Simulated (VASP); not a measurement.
# Fe (P6/mmm) in VASP: notebook, part 2 of 2

VASP 6.6.1. The steps go on from the part before.

### 4 Single point, PBE, collinear spin, ferromagnetic start

This run uses another cell than the first one, of 10.04 Å³/atom.

File INCAR:

```
SYSTEM = Fe
ALGO = Normal
EDIFF = 1E-7
ENCUT = 520
GGA = PE
ISIF = 2
ISMEAR = -1
ISPIN = 2
LASPH = .True.
LCHARG = .False.
LMAXMIX = 4
LORBIT = 11
LREAL = .False.
LWAVE = .False.
MAGMOM = 2.5 2.5 2.5
NBANDS = 23
NELM = 150
PREC = Accurate
SIGMA = 0.08
```

File KPOINTS:

```
k-points
0
Gamma
  9 9 12
  0 0 0
```

File POSCAR:

```
Fe
1.0
    3.8464905030      0.0000000000      0.0000000000
   -1.9232452515      3.3311584910      0.0000000000
    0.0000000000      0.0000000000      2.3509885687
Fe
3
Direct
    0.0000000000      0.0000000000      0.0000000000
    0.3333333333      0.6666666667      0.5000000000
    0.6666666667      0.3333333333      0.5000000000
```

Potentials or basis: VASP PAW PBE potentials, release 64 (Fe).

Command:

```console
$ cat potpaw_PBE.64/Fe/POTCAR > POTCAR
$ mpirun -np 1 vasp_std > vasp.out
```

OUTCAR:

```text
SYSTEM = Fe
   EDIFF = 1E-7
   ENCUT = 520
   GGA = PE
   ISIF = 2
   ISMEAR = -1
   ISPIN = 2
   LASPH = .True.
   LORBIT = 11
   LREAL = .False.
   NELM = 150
   PREC = Accurate

 ion  position               nearest neighbor table
   1  0.000  0.000  0.000-   2 2.51   3 2.51   2 2.51   3 2.51   2 2.51   2 2.51   3 2.51   3 2.51
                             3 2.51   3 2.51   2 2.51   2 2.51
   2  0.333  0.667  0.500-   3 2.22   3 2.22   3 2.22   1 2.51   1 2.51   1 2.51   1 2.51   1 2.51
                             1 2.51
   3  0.667  0.333  0.500-   2 2.22   2 2.22   2 2.22   1 2.51   1 2.51   1 2.51   1 2.51   1 2.51
                             1 2.51

  LATTYP: Found a hexagonal cell.
 ALAT       =     3.8464905030
 C/A-ratio  =     0.6112035287

  Lattice vectors:

 A1 = (   3.8464905030,   0.0000000000,   0.0000000000)
 A2 = (  -1.9232452515,   3.3311584910,   0.0000000000)
 A3 = (   0.0000000000,   0.0000000000,   2.3509885687)

Analysis of symmetry for initial positions (statically):
=====================================================================
 Subroutine PRICEL returns:
 Original cell was already a primitive cell.

 Routine SETGRP: Setting up the symmetry group for a
 hexagonal supercell.

 Subroutine GETGRP returns: Found 24 space group operations
 (whereof 24 operations were pure point group operations)
 out of a pool of 24 trial point group operations.

The static configuration has the point symmetry D_6h.

Analysis of symmetry for dynamics (positions and initial velocities):
=====================================================================
 Subroutine PRICEL returns:
 Original cell was already a primitive cell.

 Routine SETGRP: Setting up the symmetry group for a
 hexagonal supercell.

 Subroutine GETGRP returns: Found 24 space group operations
 (whereof 24 operations were pure point group operations)
 out of a pool of 24 trial point group operations.

The dynamic configuration has the point symmetry D_6h.

Analysis of structural, dynamic, and magnetic symmetry:
[... 156 lines left out ...]
  ---------------------------------------------------
  ext. energy  EPLUGINS =         0.00000000
  ---------------------------------------------------
  free energy    TOTEN  =       -23.96301307 eV

  energy without entropy =      -23.85084133  energy(sigma->0) =      -23.90692720

 E-fermi :   7.2275     XC(G=0): -13.8658

 val. band max:        7.2197843413   @ k =   0.2222   0.0000   0.0000
 cond. band min:       7.2350708877   @ k =   0.3333   0.2222   0.0000
 fundamental gap:      0.0152865464
 Fermi energy:         7.2275137794

 spin component 1

 k-point     1 :       0.0000    0.0000    0.0000
  band No.  band energies     occupation
      1      -1.9055      1.00000
      2       2.6209      1.00000
      3       4.2186      1.00000
      4       4.2186      1.00000
      5       4.2549      1.00000
      6       4.2549      1.00000
[... 613 lines left out ...]
     22      27.8379      0.00000
     23      27.8379      0.00000

 [... further k-points ...]

 spin component 2

 k-point     1 :       0.0000    0.0000    0.0000
  band No.  band energies     occupation
      1      -1.9055      1.00000
      2       2.6210      1.00000
      3       4.2187      1.00000
      4       4.2187      1.00000
      5       4.2549      1.00000
      6       4.2549      1.00000
[... 613 lines left out ...]
     22      27.8379      0.00000
     23      27.8379      0.00000

 [... further k-points ...]
[... 5 lines left out ...]
  --------------------------------------------------------------------------------------
  -------------------------------------------------------------------------------------
  Total        1.1412182      1.1412182      3.2261763     -0.0000000      0.0000000      0.0000000
  in kB       60.6972176     60.6972176    171.5885065     -0.0000000      0.0000000      0.0000000
  external PRESSURE =      97.6609806 kB  Pullay stress =       0.0000000 kB

 VOLUME and BASIS-vectors are now :
 -----------------------------------------------------------------------------
  energy-cutoff  :      520.00
  volume of cell :       30.12
      direct lattice vectors                 reciprocal lattice vectors
     3.846490503  0.000000000  0.000000000     0.259977244  0.150097932  0.000000000
    -1.923245252  3.331158491  0.000000000     0.000000000  0.300195864  0.000000000
     0.000000000  0.000000000  2.350988569     0.000000000  0.000000000  0.425352983

 POSITION                                       TOTAL-FORCE (eV/Angst)
 -----------------------------------------------------------------------------------
      0.00000      0.00000      0.00000         0.000000      0.000000     -0.000000
     -0.00000      2.22077      1.17549         0.000000      0.000000     -0.000000
      1.92325      1.11039      1.17549        -0.000000      0.000000      0.000000
 -----------------------------------------------------------------------------------
    total drift:                               -0.000000      0.000000      0.000000

  FREE ENERGIE OF THE ION-ELECTRON SYSTEM (eV)
  ---------------------------------------------------
  free  energy   TOTEN  =       -23.9630130703 eV

  energy  without entropy=      -23.8508413255  energy(sigma->0) =      -23.90692720

 total charge

# of ion       s       p       d       tot
------------------------------------------
    1        0.522   0.635   6.337   7.494
    2        0.556   0.654   6.400   7.610
    3        0.556   0.654   6.400   7.610
--------------------------------------------------
tot          1.634   1.943  19.136  22.713

 magnetization (x)

# of ion       s       p       d       tot
------------------------------------------
    1        0.000  -0.000   0.000   0.000
    2       -0.000  -0.000   0.000   0.000
    3       -0.000  -0.000   0.000   0.000
--------------------------------------------------
tot         -0.000  -0.000   0.000   0.000
```

Run time: 4.3 min. Hardware: 1 thread of AMD EPYC 9R45 (Zen 5), shared host; peak memory 0.18 GiB.

Results:

| Item | Value |
| --- | --- |
| Free energy | -23.9630 eV |
| Pressure | 9.8 GPa |
| Band gap on the k mesh | zero (filled and empty bands overlap) |
| Net moment | 0.00 μB per cell |
| Valence electrons inside the program's atomic spheres | Fe 7.49, 7.61 (each value once) |

Levels at points of the mesh, in eV from the Fermi level:
Spin up:
| k point | band 9 | band 10 | band 11 | band 12 | band 13 | band 14 | band 15 | band 16 |
| --- | --- | --- | --- | --- | --- | --- | --- | --- |
| (0.00, 0.00, 0.00) | -1.42 | -1.42 | -0.76 | -0.76 | -0.69 | -0.69 | 0.99 | 0.99 |
| (0.00, 0.00, 0.50) | -1.48 | -1.48 | 0.39 | 0.39 | 0.74 | 0.74 | 1.55 | 2.48 |
Spin down:
```tsv
k point	band 10	band 11	band 12	band 13	band 14	band 15
(0.00, 0.00, 0.00)	-1.42	-0.76	-0.76	-0.69	-0.69	0.99
(0.00, 0.00, 0.50)	-1.48	0.39	0.39	0.74	0.74	1.55
```

Caveat: the stress differs along the axes, from 6 to 17 GPa; the moments typed at the start vanished in this run.

### 5 Single point, PBE, collinear spin, ferromagnetic start (10.04 Å³/atom)

This run uses another cell than the first one, of 10.04 Å³/atom.

File INCAR:

```
PREC     = Accurate       # precision mode
ENCUT    = 520            # plane-wave cutoff, eV
EDIFF    = 1E-6           # SCF threshold, eV
ISMEAR   = -1             # smearing method
SIGMA    = 0.08           # smearing width, eV
LREAL    = F              # projectors in reciprocal space
LASPH    = T              # aspherical terms in the spheres
NELM     = 150            # most SCF steps
ALGO     = Normal         # electronic algorithm
ISIF     = 2              # what is computed and relaxed
LWAVE    = F              # write WAVECAR
LCHARG   = F              # write CHGCAR
ISPIN    = 2              # spin polarisation
MAGMOM   = 2.5 2.5 2.5    # initial moments
LORBIT   = 11             # projections on sites
LMAXMIX  = 4              # l up to which the mixer works
GGA      = PE             # functional
NBANDS   = 23             # bands
```

File KPOINTS:

```
Automatic mesh
0
Gamma
  9 9 12
```

POSCAR is that of step 4.

Potentials or basis: VASP PAW PBE potentials, release 64 (Fe).

Command:

```console
$ cat potpaw_PBE.64/Fe/POTCAR > POTCAR
$ mpirun -np 1 vasp_std > vasp.out
```

OUTCAR:

```text
PREC = Accurate
   ENCUT = 520
   EDIFF = 1E-6
   ISMEAR = -1
   LREAL = F
   LASPH = T
   NELM = 150
   ISIF = 2
   ISPIN = 2
   LORBIT = 11
   GGA = PE

 ion  position               nearest neighbor table
   1  0.000  0.000  0.000-   2 2.51   3 2.51   2 2.51   3 2.51   2 2.51   2 2.51   3 2.51   3 2.51
                             3 2.51   3 2.51   2 2.51   2 2.51
   2  0.333  0.667  0.500-   3 2.22   3 2.22   3 2.22   1 2.51   1 2.51   1 2.51   1 2.51   1 2.51
                             1 2.51
   3  0.667  0.333  0.500-   2 2.22   2 2.22   2 2.22   1 2.51   1 2.51   1 2.51   1 2.51   1 2.51
                             1 2.51

  LATTYP: Found a hexagonal cell.
 ALAT       =     3.8464905030
 C/A-ratio  =     0.6112035287

  Lattice vectors:

 A1 = (   3.8464905030,   0.0000000000,   0.0000000000)
 A2 = (  -1.9232452515,   3.3311584910,   0.0000000000)
 A3 = (   0.0000000000,   0.0000000000,   2.3509885687)

Analysis of symmetry for initial positions (statically):
=====================================================================
 Subroutine PRICEL returns:
 Original cell was already a primitive cell.

 Routine SETGRP: Setting up the symmetry group for a
 hexagonal supercell.

 Subroutine GETGRP returns: Found 24 space group operations
 (whereof 24 operations were pure point group operations)
 out of a pool of 24 trial point group operations.

The static configuration has the point symmetry D_6h.

Analysis of symmetry for dynamics (positions and initial velocities):
=====================================================================
 Subroutine PRICEL returns:
 Original cell was already a primitive cell.

 Routine SETGRP: Setting up the symmetry group for a
 hexagonal supercell.

 Subroutine GETGRP returns: Found 24 space group operations
 (whereof 24 operations were pure point group operations)
 out of a pool of 24 trial point group operations.

The dynamic configuration has the point symmetry D_6h.

Analysis of structural, dynamic, and magnetic symmetry:
=====================================================================
 Subroutine PRICEL returns:
 Original cell was already a primitive cell.

 Routine SETGRP: Setting up the symmetry group for a
[... 154 lines left out ...]
  free energy    TOTEN  =       -23.96301279 eV

  energy without entropy =      -23.85084517  energy(sigma->0) =      -23.90692898

 E-fermi :   7.2277     XC(G=0): -13.8658

 val. band max:        7.2206993991   @ k =   0.2222   0.0000   0.0000
 cond. band min:       7.2334369912   @ k =   0.3333   0.2222   0.0000
 fundamental gap:      0.0127375921
 Fermi energy:         7.2276609204

 spin component 1

 k-point     1 :       0.0000    0.0000    0.0000
  band No.  band energies     occupation
      1      -1.9055      1.00000
      2       2.6217      1.00000
      3       4.2200      1.00000
      4       4.2200      1.00000
      5       4.2548      1.00000
      6       4.2548      1.00000
[... 613 lines left out ...]
     22      27.8378      0.00000
     23      27.8378      0.00000

 [... further k-points ...]

 spin component 2

 k-point     1 :       0.0000    0.0000    0.0000
  band No.  band energies     occupation
      1      -1.9055      1.00000
      2       2.6203      1.00000
      3       4.2176      1.00000
      4       4.2176      1.00000
      5       4.2551      1.00000
      6       4.2551      1.00000
[... 613 lines left out ...]
     22      27.8380      0.00000
     23      27.8380      0.00000

 [... further k-points ...]
[... 5 lines left out ...]
  --------------------------------------------------------------------------------------
  -------------------------------------------------------------------------------------
  Total        1.1318600      1.1318600      3.2164503      0.0000000      0.0000000      0.0000000
  in kB       60.1994922     60.1994922    171.0712165      0.0000000      0.0000000      0.0000000
  external PRESSURE =      97.1567336 kB  Pullay stress =       0.0000000 kB

 VOLUME and BASIS-vectors are now :
 -----------------------------------------------------------------------------
  energy-cutoff  :      520.00
  volume of cell :       30.12
      direct lattice vectors                 reciprocal lattice vectors
     3.846490503  0.000000000  0.000000000     0.259977244  0.150097932  0.000000000
    -1.923245252  3.331158491  0.000000000     0.000000000  0.300195864  0.000000000
     0.000000000  0.000000000  2.350988569     0.000000000  0.000000000  0.425352983

 POSITION                                       TOTAL-FORCE (eV/Angst)
 -----------------------------------------------------------------------------------
      0.00000      0.00000      0.00000        -0.000000      0.000000      0.000000
     -0.00000      2.22077      1.17549        -0.000000      0.000000      0.000000
      1.92325      1.11039      1.17549         0.000000      0.000000      0.000000
 -----------------------------------------------------------------------------------
    total drift:                               -0.000000      0.000000      0.000000

  FREE ENERGIE OF THE ION-ELECTRON SYSTEM (eV)
  ---------------------------------------------------
  free  energy   TOTEN  =       -23.9630127892 eV

  energy  without entropy=      -23.8508451746  energy(sigma->0) =      -23.90692898

 total charge

# of ion       s       p       d       tot
------------------------------------------
    1        0.522   0.635   6.336   7.494
    2        0.556   0.654   6.400   7.610
    3        0.556   0.654   6.400   7.610
--------------------------------------------------
tot          1.634   1.943  19.136  22.713

 magnetization (x)

# of ion       s       p       d       tot
------------------------------------------
    1       -0.000  -0.000  -0.006  -0.006
    2        0.000   0.000   0.001   0.001
    3        0.000   0.000   0.001   0.001
--------------------------------------------------
tot          0.000   0.000  -0.004  -0.004
```

OSZICAR:

```text
N       E                     dE             d eps       ncg     rms          rms(c)
DAV:   1     0.148215170942E+03    0.14822E+03   -0.10421E+04  8152   0.139E+03
DAV:   2    -0.199796260541E+02   -0.16819E+03   -0.15590E+03  7756   0.269E+02
DAV:   3    -0.265385229332E+02   -0.65589E+01   -0.62768E+01  8862   0.755E+01
[... 32 lines left out ...]
DAV:  36    -0.239630195684E+02   -0.13793E-04   -0.24595E-03 10436   0.479E-01    0.258E-02
DAV:  37    -0.239630084956E+02    0.11073E-04   -0.28014E-04 11821   0.168E-01    0.196E-02
DAV:  38    -0.239630105392E+02   -0.20436E-05   -0.18951E-05  9409   0.430E-02    0.123E-02
DAV:  39    -0.239630120856E+02   -0.15464E-05   -0.33680E-05  7623   0.616E-02    0.637E-03
DAV:  40    -0.239630127892E+02   -0.70354E-06   -0.28551E-06  4669   0.171E-02
   1 F= -.23963013E+02 E0= -.23906929E+02  d E =-.112168E+00  mag=    -0.0021
```

Run time: 3.7 min. Hardware: 1 thread of AMD EPYC 9R45 (Zen 5), shared host; peak memory 0.18 GiB.

Results:

| Property | Result |
| --- | --- |
| Free energy | -23.9630 eV |
| Pressure | 9.7 GPa |
| Band gap on the k mesh | zero (filled and empty bands overlap) |
| Net moment | 0.00 μB per cell |
| Valence electrons inside the program's atomic spheres | Fe 7.49, 7.61 (each value once) |

Stress tensor (GPa, compression positive):
```
 6.02  0.00  0.00
 0.00  6.02  0.00
 0.00  0.00 17.11
```

Caveat: the stress differs along the axes, from 6 to 17 GPa; the moments typed at the start vanished in this run.
